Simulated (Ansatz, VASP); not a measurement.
**Two plane-wave programs on K**

```
K
1.0
    -2.58123    2.58123    2.58123
     2.58123   -2.58123    2.58123
     2.58123    2.58123   -2.58123
K
1
Cartesian
  0.0000 0.0000 0.0000
```

Alike in both runs: functional PBE; dispersion D3(BJ); k mesh 12 × 12 × 12; occupations gaussian, width 0.1 eV; no spin polarisation.

Ansatz relaxed the structure, and its values are those at the end. VASP's run is a single point on that final structure, the one shown.

|  | VASP | Ansatz |
| --- | --- | --- |
| version | VASP 6.6.1 | Ansatz 0.2.0 |
| potentials or method | VASP PAW PBE potentials, release 64 (K_sv), cutoff 520 eV | scalar-relativistic, plane waves, PAW |
| valence electrons in the cell | 9 | 9 |

|  | VASP | Ansatz | Ansatz less VASP |
| --- | --- | --- | --- |
| gap on the k mesh at the Fermi level (eV) | none | none | - |
| pressure (GPa) | 0.0 | 0.0 | +0.01 |

A gap of «none» marks a metal or a gap that the smearing closes.
